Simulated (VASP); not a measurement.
Here is a VASP 6.6.1 calculation.

The input POSCAR:

```
HCl
1.0
    8.4901850000      0.0000000000      0.0000000000
    0.0000000000      8.4901850000      0.0000000000
    0.0000000000      0.0000000000      8.4901850000
Cl H
12 12
Direct
    0.1465339094      0.0460178430      0.3168128845
    0.8765415595      0.8027622484      0.5473378966
    0.6314350041      0.1937295830      0.2790280777
    0.3182027247      0.0853102730      0.9413458011
    0.7371099687     -0.0283503834      0.9045503720
    0.9982939123      0.3830187446      0.6012118699
    0.4658555732      0.7081706700      0.1606325422
    0.9425825232      0.7098431895      0.1456034232
    0.1804200969      0.7160974702      0.8365895443
    0.5387161764      0.4589181508      0.6120950250
    0.4507086712      0.8846568125      0.5700700279
   -0.0459118382      0.3244805620      1.0135703757
    0.2187113708      0.0420132188      0.1880171045
    0.9101921807      0.8160246214      0.3978829672
    0.6103165008      0.3067659892      0.3800741680
    0.2231517923     -0.0148524443      0.8875896108
    0.6280428518      0.0635910760      0.8633969696
    1.0241001816      0.5267847520      0.6368648033
    0.5672785693      0.8201705852      0.1328239608
    0.9313813539      0.5555709328      0.1425175070
    0.3010417323      0.7570506414      0.7500661057
    0.5992802277      0.5220969861      0.4896830870
    0.3637612137      0.9087670057      0.4459149006
    0.0387388496      0.3202639283      0.8920889239
```

File INCAR.step1:

```
SYSTEM = HCl
  ALGO = Normal
  EDIFF = 1E-4
  ENCUT = 520
  GGA = PE
  ISMEAR = -1
  LASPH = .True.
  LCHARG = .False.
  LREAL = Auto
  LWAVE = .True.
  NBANDS = 66
  NELM = 100
  PREC = Accurate
  SIGMA = 0.02
```

INCAR.step2

```
SYSTEM = HCl
  ALGO = Normal
  EDIFF = 1E-7
  ENCUT = 520
  ISIF = 2
  ISMEAR = -1
  ISTART = 1
  IVDW = 12
  LASPH = .True.
  LCHARG = .True.
  LELF = .True.
  LMIXTAU = .True.
  LREAL = Auto
  LVHAR = .True.
  LWAVE = .False.
  METAGGA = R2SCAN
  NBANDS = 66
  NELM = 100
  PREC = Accurate
  SIGMA = 0.02
  VDW_A1 = 0.49484001
  VDW_A2 = 5.73083694
  VDW_S6 = 1.0
  VDW_S8 = 0.78981345
```

The input KPOINTS:

```
k-points
0
Gamma
  1 1 1
  0 0 0
```

Potentials or basis: VASP PAW PBE potentials, release 64 (Cl, H).

Run with:

```sh
$ cat potpaw_PBE.64/Cl/POTCAR potpaw_PBE.64/H/POTCAR > POTCAR
$ cp INCAR.step1 INCAR
$ mpirun -np 1 vasp_gam > vasp.out
$ cp INCAR.step2 INCAR
$ mpirun -np 1 vasp_gam > vasp.out
```

Question: Predict the dispersion energy per atom.

Answer: -0.032 eV.

Question: Predict the pressure.

Answer: 0.3 GPa.

Question: Estimate the largest force.

Answer: 1.203 eV/Å.

Stress tensor (GPa, compression positive):
```
 0.30 -0.06 -0.23
-0.06  0.04  0.20
-0.23  0.20  0.46
```

Caveat: the k points lie up to 0.74 Å⁻¹ apart; the PAW data sets were made with another functional, which shifts forces and pressure a little.
